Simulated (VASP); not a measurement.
Wanted: the native input for a VASP 6.6.1 run.

```yaml
Task: single point
Functional: revPBE
Potentials_or_basis: VASP PAW PBE potentials, release 64 (C, Pt, I)
Cutoff: 520 eV
k_mesh: 4 × 4 × 4
Occupations: fermi-dirac, width 0.0749 eV
Spin: no spin polarisation
Dipole_correction: no
Further_INCAR_settings: ALGO = Normal; EDIFF = 1e-06; NBANDS = 24
```

The structure of PtC2I2 lies in POSCAR:

```
PtC2I2
1.0
    5.4453480000      0.0000000000      0.0000000000
   -2.7226740000      4.7158120000      0.0000000000
    0.0000000000      0.0000000000      5.2989900000
C Pt I
2 1 2
Direct
    0.0000000000      0.0000000000      0.3794000000
    0.0000000000      0.0000000000      0.6206000000
    0.0000000000      0.0000000000      0.0000000000
    0.3333000000      0.6667000000      0.2758000000
    0.6667000000      0.3333000000      0.7242000000
```

One way to write it, as run:

INCAR

```
SYSTEM = PtC2I2
PREC = Accurate
ENCUT = 520
EDIFF = 1E-6
ISMEAR = -1
SIGMA = 0.0749
LREAL = .FALSE.
LASPH = .TRUE.
NELM = 80
ALGO = Normal
ISIF = 2
LWAVE = .FALSE.
LCHARG = .TRUE.
GGA = RE
LELF = .TRUE.
LVHAR = .TRUE.
NBANDS = 24
```

KPOINTS

```
regular mesh
0
G
  4 4 4
  0 0 0
```

Potentials or basis: VASP PAW PBE potentials, release 64 (C, Pt, I).

Run with:

```console
$ cat potpaw_PBE.64/C/POTCAR potpaw_PBE.64/Pt/POTCAR potpaw_PBE.64/I/POTCAR > POTCAR
$ mpirun -np 1 vasp_std > vasp.out
```

It gave:

- Pressure: -3.3 GPa
- Largest force: 2.127 eV/Å
- Band gap on the k mesh: zero (bands 16 and 17 overlap by 0.41 eV)

Caveat: the cell stands under tension; the PAW data sets were made with another functional, which shifts forces and pressure a little; spin-orbit coupling is left out, which moves the levels of the heavy elements.

It took 61 s on 1 thread of AMD EPYC 7R13 Processor (Zen 3) (shared host), peak memory 0.25 GiB.
